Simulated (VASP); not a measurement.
# Ga2O3 (C2/m) in VASP: a series of runs

The runs below take Ga2O3 through single point, with r2SCAN.

Everything below comes from runs of VASP 6.6.1. Logs are shortened: lines on timing, memory, paths and dates and some standing lists are left out, and cuts for length are marked.

**1. The cell of the first run**

Symmetry: C2/m, No. 12, monoclinic system. Conventional cell: a = 12.378 Å, b = 3.069 Å, c = 5.812 Å, α = 90.00°, β = 103.94°, γ = 90.00°. Within 2.4 Å of Ga (site symmetry m) lie 4 O at 1.83 to 1.88 Å. Within 2.6 Å of Ga (site symmetry m) lie 6 O at 1.96 to 2.09 Å. O (site symmetry m) has 3 Ga at 1.83 to 1.96 Å within 2.4 Å. O (site symmetry m) has 4 Ga at 1.88 to 2.09 Å within 2.5 Å. O (site symmetry m) has 3 Ga at 1.86 to 1.96 Å within 2.5 Å.

**2. Single point, r2SCAN (strain +0.0100 x Voigt [1, 1, 0, 0, 0, 0])**

POSCAR reads:

```
Ga2O3
1.0
    6.1891199915     -1.5347258822      0.0025325578
    6.1891199915      1.5347258822      0.0025325578
   -1.4022691187      0.0000000000      5.6399772456
Ga O
4 6
Direct
    0.0905209738      0.0905209738      0.7947888382
    0.9094790262      0.9094790262      0.2052111618
    0.6587278752      0.6587278752      0.3144766576
    0.3412721248      0.3412721248      0.6855233424
    0.1642143310      0.1642143310      0.1091577328
    0.8357856690      0.8357856690      0.8908422672
    0.1733419983      0.1733419983      0.5635248269
    0.8266580017      0.8266580017      0.4364751731
    0.4962851429      0.4962851429      0.2562373610
    0.5037148571      0.5037148571      0.7437626390
```

INCAR.step1 reads:

```
  PREC = Accurate
  ENCUT = 520
  ISMEAR = 0
  SIGMA = 0.05
  LREAL = False
  LASPH = True
  NELM = 60
  NBANDS = 55
  GGA = PE
  ALGO = Normal
  EDIFF = 1E-4
  LWAVE = True
  LCHARG = False
```

INCAR.step2 reads:

```
  PREC = Accurate
  ENCUT = 520
  EDIFF = 1E-6
  ISMEAR = 0
  SIGMA = 0.05
  LREAL = False
  LASPH = True
  NELM = 60
  ALGO = Normal
  ISIF = 2
  LWAVE = False
  LCHARG = False
  METAGGA = R2SCAN
  LMIXTAU = True
  NBANDS = 55
  ISTART = 1
```

KPOINTS reads:

```
regular mesh
0
Gamma
  8 8 4
```

Potentials or basis: VASP PAW PBE potentials, release 64 (Ga_d, O).

Launch:

```bash
> cat potpaw_PBE.64/Ga_d/POTCAR potpaw_PBE.64/O/POTCAR > POTCAR
> cp INCAR.step1 INCAR
> mpirun -np 1 vasp_std > vasp.out
> cp INCAR.step2 INCAR
> mpirun -np 1 vasp_std > vasp.out
```

OUTCAR:

```text
PREC = Accurate
   ENCUT = 520
   EDIFF = 1E-6
   ISMEAR = 0
   LREAL = False
   LASPH = True
   NELM = 60
   ISIF = 2
   METAGGA = R2SCAN
   ISTART = 1

 ion  position               nearest neighbor table
   1  0.091  0.091  0.795-   5 1.83  10 1.86  10 1.86   7 1.88
   2  0.909  0.909  0.205-   6 1.83   9 1.86   9 1.86   8 1.88
   3  0.659  0.659  0.314-   5 1.96   5 1.96   9 1.96   8 2.03   7 2.09   7 2.09
   4  0.341  0.341  0.686-   6 1.96   6 1.96  10 1.96   7 2.03   8 2.09   8 2.09
   5  0.164  0.164  0.109-   1 1.83   3 1.96   3 1.96
   6  0.836  0.836  0.891-   2 1.83   4 1.96   4 1.96
   7  0.173  0.173  0.564-   1 1.88   4 2.03   3 2.09   3 2.09
   8  0.827  0.827  0.436-   2 1.88   3 2.03   4 2.09   4 2.09
   9  0.496  0.496  0.256-   2 1.86   2 1.86   3 1.96
  10  0.504  0.504  0.744-   1 1.86   1 1.86   4 1.96

  LATTYP: Found a base centered monoclinic cell.
 ALAT       =    12.3782410193
 B/A-ratio  =     0.2479715623
 C/A-ratio  =     0.4695082820
 COS(beta)  =    -0.2408872378

  Lattice vectors:

 A1 = (   6.1891199915,  -1.5347258822,   0.0025325578)
 A2 = (   6.1891199915,   1.5347258822,   0.0025325578)
 A3 = (  -1.4022691187,   0.0000000000,   5.6399772456)

Analysis of symmetry for initial positions (statically):
=====================================================================
 Subroutine PRICEL returns:
 Original cell was already a primitive cell.

 Routine SETGRP: Setting up the symmetry group for a
 base centered monoclinic supercell.

 Subroutine GETGRP returns: Found  4 space group operations
 (whereof  4 operations were pure point group operations)
 out of a pool of  4 trial point group operations.

The static configuration has the point symmetry C_2h.

Analysis of symmetry for dynamics (positions and initial velocities):
=====================================================================
 Subroutine PRICEL returns:
 Original cell was already a primitive cell.

 Routine SETGRP: Setting up the symmetry group for a
 base centered monoclinic supercell.

 Subroutine GETGRP returns: Found  4 space group operations
 (whereof  4 operations were pure point group operations)
 out of a pool of  4 trial point group operations.

The dynamic configuration has the point symmetry C_2h.

 Subroutine INISYM returns: Found  4 space group operations
 (whereof  4 operations are pure point group operations),
[... 118 lines left out ...]
   ISIF   =      2    stress and relaxation
   ISYM   =      2    0-nonsym 1-usesym 2-fastsym
   POTIM  = 0.5000    time-step for ionic-motion
   TEBEG  =    0.0;   TEEND  =   0.0 temperature during run
   PSTRESS=    0.0 pullay stress
   NELECT =      88.0000    total number of electrons
   NUPDOWN=      -1.0000    fix difference up-down
   EMIN   =  10.00;   EMAX   =-10.00  energy-range for DOS
   EFERMI =   0.00;   METHOD = LEGACY
   ISMEAR =     0;   SIGMA  =   0.05  broadening in eV -4-tet -1-fermi 0-gaus
   EFERMI_NEDOS =   21; number of points for ismear=-14 and -15
   IALGO  =     38    algorithm
   IMIX   =      4    mixing-type and parameters
     AMIX     =   0.40;   BMIX     =  1.00
     AMIX_MAG =   1.60;   BMIX_MAG =  1.00
  volume/ion in A,a.u.               =      10.72        72.31
  Fermi-wavevector in a.u.,A,eV,Ry     =   1.533082  2.897104 31.978311  2.350340
  Thomas-Fermi vector in A             =   2.640198
   LORBIT       =      0    0 simple, 1 ext, 2 COOP (PROOUT), +10 PAW based schemes
   METAGGA = R2SCAN    functional components
   LHFCALC =     F    Hartree Fock is set to
   AEXX    =    0.0000 exact exchange contribution
   IVDW    =     0    specifies the selected vdW correction
   LEPSILON=     F    determine dielectric tensor
   LRPA    =     F    only Hartree local field effects (RPA)
 non-spin polarized calculation
 Gauss-broadening in eV      SIGMA  =   0.05
  energy-cutoff  :      520.00
  volume of cell :      107.15
 maximum number of plane-waves:      2905
   NGX = 23   NGY = 23   NGZ = 21

 number of electron      87.9999996 magnetization

 Free energy of the ion-electron system (eV)
  ---------------------------------------------------
  ext. energy  EPLUGINS =         0.00000000
  ---------------------------------------------------
  free energy    TOTEN  =      -102.43342829 eV

  energy without entropy =     -102.43342829  energy(sigma->0) =     -102.43342829

 E-fermi :   3.5574     XC(G=0): -12.3939

 val. band max:        3.2406280202   @ k =   0.0000   0.0000   0.0000
 cond. band min:       6.0400279982   @ k =   0.0000   0.0000   0.0000
 fundamental gap:      2.7993999780
 Fermi energy:         3.5573981994

 k-point     1 :       0.0000    0.0000    0.0000
  band No.  band energies     occupation
      1     -16.4729      2.00000
      2     -15.3135      2.00000
      3     -15.2922      2.00000
      4     -15.2655      2.00000
      5     -14.8265      2.00000
      6     -14.7996      2.00000
[... 1381 lines left out ...]
     54      14.6871      0.00000
     55      16.0084      0.00000

 [... further k-points ...]

------------------------ aborting loop because EDIFF is reached ----------------------------------------

  FORCE on cell =-STRESS in cart. coord.  units (eV):
  Direction    XX          YY          ZZ          XY          YZ          ZX
  --------------------------------------------------------------------------------------
  -------------------------------------------------------------------------------------
  Total       -2.0138843     -2.5738477     -0.0994006      0.0000000      0.0000000      0.0027509
  in kB      -30.1116017    -38.4841750     -1.4862379      0.0000000      0.0000000      0.0411316
  external PRESSURE =     -23.3606715 kB  Pullay stress =       0.0000000 kB

 VOLUME and BASIS-vectors are now :
 -----------------------------------------------------------------------------
  energy-cutoff  :      520.00
  volume of cell :      107.15
      direct lattice vectors                 reciprocal lattice vectors
     6.189119992 -1.534725882  0.002532558     0.080778711 -0.325791078  0.020084034
     6.189119992  1.534725882  0.002532558     0.080778711  0.325791078  0.020084034
    -1.402269119  0.000000000  5.639977246    -0.000072545  0.000000000  0.177287643

 POSITION                                       TOTAL-FORCE (eV/Angst)
 -----------------------------------------------------------------------------------
      0.00598      0.00000      4.48305        -0.184850      0.000000     -0.150167
     10.96999      0.00000      1.16199         0.184850      0.000000      0.150167
      7.71291      0.00000      1.77698        -0.079400      0.000000      0.007446
      3.26306      0.00000      3.86806         0.079400      0.000000     -0.007446
      1.87962      0.00000      0.61648        -0.011959      0.000000      0.130336
      9.09635      0.00000      5.02856         0.011959      0.000000     -0.130336
      1.35546      0.00000      3.17915         0.093354      0.000000     -0.017354
      9.62052      0.00000      2.46590        -0.093354      0.000000      0.017354
      5.78382      0.00000      1.44769        -0.028547      0.000000     -0.025910
      5.19215      0.00000      4.19736         0.028547      0.000000      0.025910
 -----------------------------------------------------------------------------------
    total drift:                                0.000000     -0.000000      0.000000

  FREE ENERGIE OF THE ION-ELECTRON SYSTEM (eV)
  ---------------------------------------------------
  free  energy   TOTEN  =      -102.4334282889 eV

  energy  without entropy=     -102.4334282889  energy(sigma->0) =     -102.43342829
```

It took 20 min on 1 thread of Intel Xeon 6975P-C (Granite Rapids), shared host; peak memory 0.57 GiB.

Results:

```
Free energy            : -102.4334 eV
Pressure               : -2.3 GPa
Largest force          : 0.238 eV/Å
Band gap on the k mesh : 2.80 eV
```

Forces in eV/Å, atoms in the order of the input:
```
Ga  -0.185  0.000 -0.150
Ga   0.185  0.000  0.150
Ga  -0.079  0.000  0.007
Ga   0.079  0.000 -0.007
O   -0.012  0.000  0.130
O    0.012  0.000 -0.130
O    0.093  0.000 -0.017
O   -0.093  0.000  0.017
O   -0.029  0.000 -0.026
O    0.029  0.000  0.026
```

Caveat: the cell differs from its parent crystal (strain +0.0100 x Voigt [1, 1, 0, 0, 0, 0]); the PAW data sets were made with another functional, which shifts forces and pressure a little. A k mesh can miss the band edges.

**3. Single point, r2SCAN (strain +0.0300 x Voigt [1, 1, 0, 0, 0, 0])**

POSCAR: that of step 2 with these lines changed.

```diff
@@ -2,5 +2,5 @@
 1.0
-    6.1891199915     -1.5347258822      0.0025325578
-    6.1891199915      1.5347258822      0.0025325578
-   -1.4022691187      0.0000000000      5.6399772456
+    6.3116768230     -1.5651164937      0.0025325578
+    6.3116768230      1.5651164937      0.0025325578
+   -1.4300368240      0.0000000000      5.6399772456
 Ga O
```

INCAR.step1 reads:

```
SYSTEM = Ga2O3
PREC     = Accurate       ! precision mode
ENCUT    = 520            ! plane-wave cutoff, eV
ISMEAR   = 0              ! smearing method
SIGMA    = 0.05           ! smearing width, eV
LREAL    = .FALSE.        ! projectors in reciprocal space
LASPH    = .TRUE.         ! aspherical terms in the spheres
NELM     = 60             ! most SCF steps
NBANDS   = 55             ! bands
GGA      = PE             ! functional
ALGO     = Normal         ! electronic algorithm
EDIFF    = 1E-4           ! SCF threshold, eV
LWAVE    = .TRUE.         ! write WAVECAR
LCHARG   = .FALSE.        ! write CHGCAR
```

INCAR.step2 reads:

```
SYSTEM = Ga2O3
PREC     = Accurate       ! precision mode
ENCUT    = 520            ! plane-wave cutoff, eV
EDIFF    = 1E-6           ! SCF threshold, eV
ISMEAR   = 0              ! smearing method
SIGMA    = 0.05           ! smearing width, eV
LREAL    = .FALSE.        ! projectors in reciprocal space
LASPH    = .TRUE.         ! aspherical terms in the spheres
NELM     = 60             ! most SCF steps
ALGO     = Normal         ! electronic algorithm
ISIF     = 2              ! what is computed and relaxed
LWAVE    = .FALSE.        ! write WAVECAR
LCHARG   = .TRUE.         ! write CHGCAR
METAGGA  = R2SCAN         ! meta-GGA
LMIXTAU  = .TRUE.       
LELF     = .TRUE.         ! ELF
LVHAR    = .TRUE.       
NBANDS   = 55             ! bands
ISTART   = 1
```

KPOINTS reads:

```
Automatic mesh
0
G
  8 8 4
  0 0 0
```

Potentials or basis: VASP PAW PBE potentials, release 64 (Ga_d, O).

Launch:

```bash
> cat potpaw_PBE.64/Ga_d/POTCAR potpaw_PBE.64/O/POTCAR > POTCAR
> cp INCAR.step1 INCAR
> mpirun -np 1 vasp_std > vasp.out
> cp INCAR.step2 INCAR
> mpirun -np 1 vasp_std > vasp.out
```

Run time: 1.7 h. Hardware: 1 thread of Oxide Virtual Turin-like, shared host; peak memory 0.55 GiB.

It converged, with:

```
Free energy            : -102.2192 eV
Pressure               : -9.5 GPa
Largest force          : 0.656 eV/Å
Band gap on the k mesh : 2.33 eV
```

Forces on the atoms (eV/Å):
```
Ga  -0.522  0.000 -0.398
Ga   0.522  0.000  0.398
Ga  -0.185  0.000 -0.067
Ga   0.185  0.000  0.067
O   -0.145  0.000  0.287
O    0.145  0.000 -0.287
O    0.187  0.000  0.046
O   -0.187  0.000 -0.046
O   -0.215  0.000 -0.119
O    0.215  0.000  0.119
```

Stress tensor (GPa, compression positive):
```
-11.13   0.00  -0.06
  0.00 -13.97   0.00
 -0.06   0.00  -3.35
```

Levels at points of the mesh, in eV from the valence-band top:
```tsv
k point	band 41	band 42	band 43	band 44	band 45	band 46	band 47	band 48
(0.00, 0.00, 0.00)	-0.92	-0.62	-0.45	0.00	2.33	5.81	6.60	6.74
(0.50, 0.00, 0.00)	-0.86	-0.82	-0.64	-0.04	5.76	6.73	7.37	7.49
(0.50, 0.50, 0.00)	-0.94	-0.91	-0.63	-0.09	4.49	4.75	5.90	6.54
(0.00, 0.00, 0.50)	-0.86	-0.73	-0.70	-0.48	4.63	4.90	6.66	7.11
(0.50, 0.00, 0.50)	-1.15	-1.11	-0.87	-0.70	6.90	6.96	7.99	8.09
(0.50, 0.50, 0.50)	-0.84	-0.80	-0.68	-0.13	5.09	5.32	6.17	6.38
```

Caveat: the cell differs from its parent crystal (strain +0.0300 x Voigt [1, 1, 0, 0, 0, 0]); the stress differs along the axes, from -14 to -3 GPa; the PAW data sets were made with another functional, which shifts forces and pressure a little.
